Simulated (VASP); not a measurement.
Here is a VASP 6.6.1 calculation.

File INCAR:

```
SYSTEM = MgS
PREC = Accurate
ENCUT = 520
EDIFF = 1E-7
ISMEAR = -1
SIGMA = 0.1
LREAL = .False.
LASPH = .True.
NELM = 100
ALGO = Normal
ISIF = 2
LWAVE = .False.
LCHARG = .False.
GGA = PE
NBANDS = 11
```

KPOINTS

```
Automatic mesh
0
Gamma
  8 8 8
  0 0 0
```

POSCAR

```
MgS
1.0
    0.0000000000      2.6238860000      2.6238860000
    2.6238860000      0.0000000000      2.6238860000
    2.6238860000      2.6238860000      0.0000000000
Mg S
1 1
Direct
    0.0000000000      0.0000000000      0.0000000000
    0.5000000000      0.5000000000      0.5000000000
```

Potentials or basis: VASP PAW PBE potentials, release 64 (Mg, S).

Command:

```sh
$ cat potpaw_PBE.64/Mg/POTCAR potpaw_PBE.64/S/POTCAR > POTCAR
$ mpirun -np 1 vasp_std > vasp.out
```

Question: Predict the band gap on the k mesh.

Answer: 2.72 eV, indirect (least direct gap 3.51 eV).

Question: Predict the pressure.

Answer: -1.0 GPa.

A k mesh can miss the band edges. PBE gaps usually lie below the measured ones, often by a third to a half.
